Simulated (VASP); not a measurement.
Write the native input for VASP 6.6.1 that does the following.

* Task: single point
* Functional: PBEsol
* Potentials or basis: VASP PAW PBE potentials, release 64 (Co, O)
* Cutoff: 520 eV
* k mesh: 10 × 10 × 10
* Occupations: fermi-dirac, width 0.05 eV
* Spin: collinear spin, ferromagnetic start
* Starting moments: [2.0, 0.0] μB
* Dipole correction: no
* Further INCAR settings: ALGO = Normal; EDIFF = 1e-07; NBANDS = 18

The structure of CoO lies in POSCAR:

```
CoO
1.0
    1.6336438949      0.9431847425      2.6168066281
   -1.6336438949      0.9431847425      2.6168066281
    0.0000000000     -1.8863694850      2.6168066281
Co O
1 1
Direct
    0.9989783200      0.9989783200      0.9989783200
    0.7510210300      0.7510210300      0.7510210300
```

This cell differs from its parent crystal: volume scaled by 1.06.

These files were run (other wordings do the same):

INCAR

```
PREC = Accurate
ENCUT = 520
EDIFF = 1E-7
ISMEAR = -1
SIGMA = 0.05
LREAL = False
LASPH = True
NELM = 150
ALGO = Normal
ISIF = 2
LWAVE = False
LCHARG = True
ISPIN = 2
MAGMOM = 2 0
LORBIT = 11
LMAXMIX = 4
GGA = PS
LELF = True
LVHAR = True
NBANDS = 18
```

KPOINTS

```
regular mesh
0
Gamma
  10 10 10
```

Potentials or basis: VASP PAW PBE potentials, release 64 (Co, O).

Launch:

```sh
$ cat potpaw_PBE.64/Co/POTCAR potpaw_PBE.64/O/POTCAR > POTCAR
$ mpirun -np 1 vasp_std > vasp.out
```

Results of the run:

- Pressure: -13.9 GPa
- Largest force: 0.167 eV/Å
- Net moment: 2.92 μB per cell
- Site moments: Co +2.50; O +0.33 μB
- Valence electrons inside the program's atomic spheres: Co 7.90; O 4.94

Caveat: the PAW data sets were made with another functional, which shifts forces and pressure a little; a cell with one magnetic atom can't hold antiferromagnetic order, which such compounds often take.

It took 69 s on 1 thread of Intel Xeon 6975P-C (shared host), peak memory 0.21 GiB.
